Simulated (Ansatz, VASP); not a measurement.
Ni in VASP and in Ansatz

Contents of INCAR:

```
SYSTEM = Ni
PREC     = Accurate       ! precision mode
ENCUT    = 520            ! plane-wave cutoff, eV
EDIFF    = 1E-6           ! SCF threshold, eV
ISMEAR   = -1             ! smearing method
SIGMA    = 0.05           ! smearing width, eV
LREAL    = .False.        ! projectors in reciprocal space
LASPH    = .True.         ! aspherical terms in the spheres
NELM     = 150            ! most SCF steps
ALGO     = Normal         ! electronic algorithm
ISIF     = 2              ! what is computed and relaxed
LWAVE    = .False.        ! write WAVECAR
LCHARG   = .False.        ! write CHGCAR
LNONCOLLINEAR= .True.         ! non-collinear magnetism
MAGMOM   = 0 0 0.463      ! initial moments
LORBIT   = 11             ! projections on sites
LSORBIT  = .True.         ! spin-orbit coupling
GGA_COMPAT= .False.      
LORBMOM  = .True.       
LMAXMIX  = 4              ! l up to which the mixer works
GGA      = CA             ! functional
NBANDS   = 21             ! bands
```

File KPOINTS:

```
Automatic mesh
0
Gamma
  14 14 14
  0 0 0
```

File POSCAR:

```
Ni
1.0
    2.2600048197      0.0000000000      0.0000000000
    0.0000000000      2.2600048197      0.0000000000
    0.0000000000      0.0000000000      2.2600048197
Ni
1
Direct
    0.0000000000      0.0000000000      0.0000000000
```

Input for Ansatz:

```yaml
crystal:
  lattice:
    - [2.2600048197, 0.0, 0.0]
    - [0.0, 2.2600048197, 0.0]
    - [0.0, 0.0, 2.2600048197]
  atoms:
    - { symbol: Ni, position: [0.0, 0.0, 0.0], spin: 0.463, spin_axis: [0, 0, 1] }
hamiltonian:
  xc: lda
  pseudopotentials:
    kind: paw_fr
    azcp:
      Ni: "pseudopotentials/Ni.paw.azcp"
basis:
  ecutwfc: 420
  fft_grid_basis: typed
kpoints:
  mp_grid: { grid: [14, 14, 14], shift: [0, 0, 0] }
magnetization:
  noncollinear: true
  spin_orbit: true
scf:
  occupations: { method: fermi_dirac, width: 0.05 }
```

Alike in both runs: task single point; functional LDA; k mesh 14 × 14 × 14; occupations fermi-dirac, width 0.05 eV; non-collinear spin, spin-orbit coupling.

|  | VASP | Ansatz |
| --- | --- | --- |
| version | VASP 6.6.1 | Ansatz 0.2.0 |
| potentials or method | VASP PAW LDA potentials, release 64 (Ni), cutoff 520 eV | plane waves (420 eV) with PAW, fully relativistic with spin-orbit coupling |
| valence electrons in the cell | 10 | 18 |

|  | VASP | Ansatz | Ansatz less VASP |
| --- | --- | --- | --- |
| net moment per atom (μB) | 0.44 | 0.47 | +0.027 |

Ansatz warns that its potentials were made for another functional, while VASP's fit it. LDA's correlation is that of Perdew and Zunger in VASP and of Perdew and Wang (1992) in Ansatz. VASP's potentials hold 10 valence electrons a cell and Ansatz's 18, so a difference there can come from the potentials and not from the codes.
